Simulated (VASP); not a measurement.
A run of VASP 6.6.1 is set up as follows.

INCAR

```
PREC     = Accurate       # precision mode
ENCUT    = 520            # plane-wave cutoff, eV
EDIFF    = 1E-7           # SCF threshold, eV
ISMEAR   = -1             # smearing method
SIGMA    = 0.05           # smearing width, eV
LREAL    = False          # projectors in reciprocal space
LASPH    = True           # aspherical terms in the spheres
NELM     = 80             # most SCF steps
ALGO     = Normal         # electronic algorithm
ISIF     = 2              # what is computed and relaxed
LWAVE    = False          # write WAVECAR
LCHARG   = True           # write CHGCAR
GGA      = RE             # functional
LELF     = True           # ELF
LVHAR    = True         
NBANDS   = 15             # bands
```

KPOINTS

```
Automatic mesh
0
Gamma
  10 10 10
```

File POSCAR:

```
CaO
1.0
    0.0000000000      2.4372501816      2.4372501816
    2.4372501816      0.0000000000      2.4372501816
    2.4372501816      2.4372501816      0.0000000000
Ca O
1 1
Direct
    0.0000000000      0.0000000000      0.0000000000
    0.5000000000      0.5000000000      0.5000000000
```

Potentials or basis: VASP PAW PBE potentials, release 64 (Ca_sv, O).

Run with:

```console
$ cat potpaw_PBE.64/Ca_sv/POTCAR potpaw_PBE.64/O/POTCAR > POTCAR
$ mpirun -np 1 vasp_std > vasp.out
```

Task: Predict the band gap on the k mesh.

Result: 3.73 eV, indirect (least direct gap 4.10 eV).

Task: Estimate the pressure.

Result: 0.5 GPa.

Caveat: the PAW data sets were made with another functional, which shifts forces and pressure a little. A k mesh can miss the band edges.
